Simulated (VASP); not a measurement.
# Hf (P6_3/mmc) in VASP: a series of runs

Hf is run at these levels: PBE; tasks: single point.

All numbers are computed with VASP 6.6.1; they aren't measurements. Logs are shortened: lines on timing, memory, paths and dates and some standing lists are left out, and cuts for length are marked.

### Step 1. The cell of the first run

It takes space group P6_3/mmc (No. 194, hexagonal). Conventional cell: a = 2.453 Å, b = 2.453 Å, c = 4.273 Å, α = 90.00°, β = 90.00°, γ = 120.00°. Hf (site symmetry -6m2) has 12 Hf at 2.45 to 2.56 Å within 3.2 Å.

### Step 2. Single point, PBE

The input, INCAR:

```
PREC     = Accurate       # precision mode
ENCUT    = 520            # plane-wave cutoff, eV
EDIFF    = 1E-6           # SCF threshold, eV
ISMEAR   = -1             # smearing method
SIGMA    = 0.1            # smearing width, eV
LREAL    = False          # projectors in reciprocal space
LASPH    = True           # aspherical terms in the spheres
NELM     = 60             # most SCF steps
ALGO     = Normal         # electronic algorithm
ISIF     = 2              # what is computed and relaxed
LWAVE    = False          # write WAVECAR
LCHARG   = False          # write CHGCAR
GGA      = PE             # functional
NBANDS   = 17             # bands
```

The input, KPOINTS:

```
Automatic mesh
0
Gamma
  18 18 10
```

The input, POSCAR:

```
Hf
1.0
    2.4528860798      0.0000000000      0.0000000000
   -1.2264430399      2.1242616577      0.0000000000
    0.0000000000      0.0000000000      4.2725166487
Hf
2
Direct
    0.3333333333      0.6666666667      0.2500000000
    0.6666666667      0.3333333333      0.7500000000
```

Potentials or basis: VASP PAW PBE potentials, release 64 (Hf_pv).

Started as:

```bash
cat potpaw_PBE.64/Hf_pv/POTCAR > POTCAR
mpirun -np 1 vasp_std > vasp.out
```

OUTCAR:

```text
PREC = Accurate
   ENCUT = 520
   EDIFF = 1E-6
   ISMEAR = -1
   LREAL = False
   LASPH = True
   NELM = 60
   ISIF = 2
   GGA = PE

 ion  position               nearest neighbor table
   1  0.333  0.667  0.250-   2 2.56   2 2.56   2 2.56   2 2.56   2 2.56   2 2.56   2 3.55   2 3.55
                             2 3.55   2 3.55   2 3.55   2 3.55
   2  0.667  0.333  0.750-   1 2.56   1 2.56   1 2.56   1 2.56   1 2.56   1 2.56   1 3.55   1 3.55
                             1 3.55   1 3.55   1 3.55   1 3.55

  LATTYP: Found a hexagonal cell.
 ALAT       =     2.4528860798
 C/A-ratio  =     1.7418324821

  Lattice vectors:

 A1 = (   2.4528860798,   0.0000000000,   0.0000000000)
 A2 = (  -1.2264430399,   2.1242616577,   0.0000000000)
 A3 = (   0.0000000000,   0.0000000000,   4.2725166487)

Analysis of symmetry for initial positions (statically):
=====================================================================
 Subroutine PRICEL returns:
 Original cell was already a primitive cell.

 Routine SETGRP: Setting up the symmetry group for a
 hexagonal supercell.

 Subroutine GETGRP returns: Found 24 space group operations
 (whereof 12 operations were pure point group operations)
 out of a pool of 24 trial point group operations.

The static configuration has the point symmetry D_3d.
 The point group associated with its full space group is D_6h.

Analysis of symmetry for dynamics (positions and initial velocities):
=====================================================================
 Subroutine PRICEL returns:
 Original cell was already a primitive cell.

 Routine SETGRP: Setting up the symmetry group for a
 hexagonal supercell.

 Subroutine GETGRP returns: Found 24 space group operations
 (whereof 12 operations were pure point group operations)
 out of a pool of 24 trial point group operations.

The dynamic configuration has the point symmetry D_3d.
 The point group associated with its full space group is D_6h.

 Subroutine INISYM returns: Found 24 space group operations
 (whereof 12 operations are pure point group operations),
 and found     1 'primitive' translations

----------------------------------------------------------------------------------------

                                     Primitive cell
[... 79 lines left out ...]
   NGX,Y,Z   is equivalent  to a cutoff of  12.20, 12.20, 12.45 a.u.
   NGXF,Y,Z  is equivalent  to a cutoff of  24.40, 24.40, 24.90 a.u.
 SYSTEM =  unknown system
   PREC   = accura    normal or accurate (medium, high low for compatibility)
   ISTART =      0    job   : 0-new  1-cont  2-samecut
   ICHARG =      2    charge: 1-file 2-atom 10-const
   ISPIN  =      1    spin polarized calculation?
   LNONCOLLINEAR =      F non collinear calculations
   LSORBIT =      F    spin-orbit coupling
   LASPH  =      T    aspherical Exc in radial PAW
   ENCUT  =  520.0 eV  38.22 Ry    6.18 a.u.   4.56  4.56  7.94*2*pi/ulx,y,z
   NELM   =     60;   NELMIN=  2; NELMDL= -5     # of ELM steps
   EDIFF  = 0.1E-05   stopping-criterion for ELM
   LREAL  =      F    real-space projection
   EDIFFG = 0.1E-04   stopping-criterion for IOM
   NSW    =      0    number of steps for IOM
   IBRION =     -1    ionic relax: 0-MD 1-quasi-New 2-CG
   NFREE  =      0    steps in history (QN), initial steepest desc. (CG)
   ISIF   =      2    stress and relaxation
   ISYM   =      2    0-nonsym 1-usesym 2-fastsym
   POTIM  = 0.5000    time-step for ionic-motion
   TEBEG  =    0.0;   TEEND  =   0.0 temperature during run
   PSTRESS=    0.0 pullay stress
   NELECT =      20.0000    total number of electrons
   NUPDOWN=      -1.0000    fix difference up-down
   EMIN   =  10.00;   EMAX   =-10.00  energy-range for DOS
   EFERMI =   0.00;   METHOD = LEGACY
   ISMEAR =    -1;   SIGMA  =   0.10  broadening in eV -4-tet -1-fermi 0-gaus
   EFERMI_NEDOS =   21; number of points for ismear=-14 and -15
   IALGO  =     38    algorithm
   IMIX   =      4    mixing-type and parameters
     AMIX     =   0.40;   BMIX     =  1.00
     AMIX_MAG =   1.60;   BMIX_MAG =  1.00
  volume/ion in A,a.u.               =      11.13        75.12
  Fermi-wavevector in a.u.,A,eV,Ry     =   1.579653  2.985112 33.950679  2.495305
  Thomas-Fermi vector in A             =   2.680000
   LORBIT       =      0    0 simple, 1 ext, 2 COOP (PROOUT), +10 PAW based schemes
   GGA     = PE    functional components
   LHFCALC =     F    Hartree Fock is set to
   AEXX    =    0.0000 exact exchange contribution
   IVDW    =     0    specifies the selected vdW correction
   LEPSILON=     F    determine dielectric tensor
   LRPA    =     F    only Hartree local field effects (RPA)
 non-spin polarized calculation
  energy-cutoff  :      520.00
  volume of cell :       22.26
 maximum number of plane-waves:       615
   NGX =  9   NGY =  9   NGZ = 15

 number of electron      19.9999997 magnetization

 Free energy of the ion-electron system (eV)
  ---------------------------------------------------
  ext. energy  EPLUGINS =         0.00000000
  ---------------------------------------------------
  free energy    TOTEN  =        -9.73485491 eV

  energy without entropy =       -9.70505997  energy(sigma->0) =       -9.71995744

 E-fermi :  10.8999     XC(G=0): -14.9219

 val. band max:       10.8988159109   @ k =   0.2778   0.0556   0.0000
 cond. band min:      10.9125234459   @ k =   0.2222   0.0000   0.1000
 fundamental gap:      0.0137075349
 Fermi energy:        10.8998725885

 k-point     1 :       0.0000    0.0000    0.0000
  band No.  band energies     occupation
      1     -22.2965      2.00000
      2     -16.8965      2.00000
      3     -16.8593      2.00000
      4     -16.8593      2.00000
      5     -16.3268      2.00000
      6     -16.3268      2.00000
[... 457 lines left out ...]
      4     -18.7681      2.00000
      5     -17.9516      2.00000
      6     -17.7643      2.00000
[... 9 lines left out ...]
     16      22.4880      0.00000
     17      25.5104      0.00000

 [... further k-points ...]
[... 5 lines left out ...]
  --------------------------------------------------------------------------------------
  -------------------------------------------------------------------------------------
  Total       34.1213814     34.1213814     33.9998333      0.0000000      0.0000000      0.0000000
  in kB     2455.6588597   2455.6588597   2446.9112493      0.0000000      0.0000000      0.0000000
  external PRESSURE =    2452.7429896 kB  Pullay stress =       0.0000000 kB

 VOLUME and BASIS-vectors are now :
 -----------------------------------------------------------------------------
  energy-cutoff  :      520.00
  volume of cell :       22.26
      direct lattice vectors                 reciprocal lattice vectors
     2.452886080  0.000000000  0.000000000     0.407683018  0.235375900  0.000000000
    -1.226443040  2.124261658  0.000000000     0.000000000  0.470751800  0.000000000
     0.000000000  0.000000000  4.272516649     0.000000000  0.000000000  0.234054091

 POSITION                                       TOTAL-FORCE (eV/Angst)
 -----------------------------------------------------------------------------------
     -0.00000      1.41617      1.06813         0.000000      0.000000      0.000000
      1.22644      0.70809      3.20439        -0.000000      0.000000      0.000000
 -----------------------------------------------------------------------------------
    total drift:                               -0.000000      0.000000     -0.000000

  FREE ENERGIE OF THE ION-ELECTRON SYSTEM (eV)
  ---------------------------------------------------
  free  energy   TOTEN  =        -9.7348549083 eV

  energy  without entropy=       -9.7050599711  energy(sigma->0) =       -9.71995744
```

Wall time 56 s (1 thread of Intel Xeon Platinum 8259CL at 2.50GHz (Skylake/Cascade Lake), shared host); peak memory 0.18 GiB.

Results:

- Free energy: -9.7349 eV
- Pressure: 245.3 GPa
- Band gap on the k mesh: zero (bands 10 and 11 overlap by 2.11 eV)

Stress tensor (GPa, compression positive):
```
245.57   0.00   0.00
  0.00 245.57   0.00
  0.00   0.00 244.69
```

Caveat: the cell stands under pressure; spin-orbit coupling is left out, which moves the levels of the heavy elements.

### Step 3. Single point, PBE

The input, INCAR:

```
  ALGO = Normal
  EDIFF = 1E-7
  ENCUT = 520
  GGA = PE
  ISIF = 2
  ISMEAR = -1
  LASPH = True
  LCHARG = True
  LELF = True
  LREAL = False
  LVHAR = True
  LWAVE = False
  NBANDS = 17
  NELM = 60
  PREC = Accurate
  SIGMA = 0.1
```

The input, KPOINTS:

```
k-points
0
Gamma
  18 18 10
```

The input, POSCAR:

```
Hf
1.0
    2.4532486531      0.0000000000      0.0000000000
   -1.2266243265      2.1245756554      0.0000000000
    0.0000000000      0.0000000000      4.2735563654
Hf
2
Direct
    0.3333333333      0.6666666667      0.2500000000
    0.6666666667      0.3333333333      0.7500000000
```

Potentials or basis: VASP PAW PBE potentials, release 64 (Hf_pv).

Started as:

```bash
cat potpaw_PBE.64/Hf_pv/POTCAR > POTCAR
mpirun -np 1 vasp_std > vasp.out
```

Wall time 69 s (1 thread of Intel Xeon Platinum 8259CL at 2.50GHz (Skylake/Cascade Lake), shared host); peak memory 0.18 GiB.

It converged, with:

```
Free energy            : -9.7532 eV
Pressure               : 244.8 GPa
Band gap on the k mesh : zero (bands 10 and 11 overlap by 2.11 eV)
```

Stress tensor (GPa, compression positive):
```
245.13   0.00   0.00
  0.00 245.13   0.00
  0.00   0.00 244.19
```

Levels at points of the mesh, in eV from the Fermi level:
| k point | band 6 | band 7 | band 8 | band 9 | band 10 | band 11 | band 12 | band 13 | band 14 | band 15 |
| --- | --- | --- | --- | --- | --- | --- | --- | --- | --- | --- |
| (0.00, 0.00, 0.00) | -27.23 | -8.12 | -5.89 | -0.38 | 1.23 | 1.23 | 2.65 | 2.65 | 5.54 | 5.70 |
| (0.50, 0.00, 0.00) | -28.19 | -6.65 | -5.70 | -4.86 | 1.11 | 1.20 | 2.84 | 3.32 | 12.45 | 13.66 |
| (0.00, 0.00, 0.50) | -27.50 | -5.30 | -5.30 | 0.11 | 0.11 | 1.30 | 1.30 | 1.30 | 1.30 | 9.40 |
| (0.50, 0.00, 0.50) | -28.74 | -6.61 | -6.61 | -4.02 | -4.02 | 5.11 | 5.11 | 6.45 | 6.45 | 13.08 |

Caveat: the cell stands under pressure; spin-orbit coupling is left out, which moves the levels of the heavy elements.
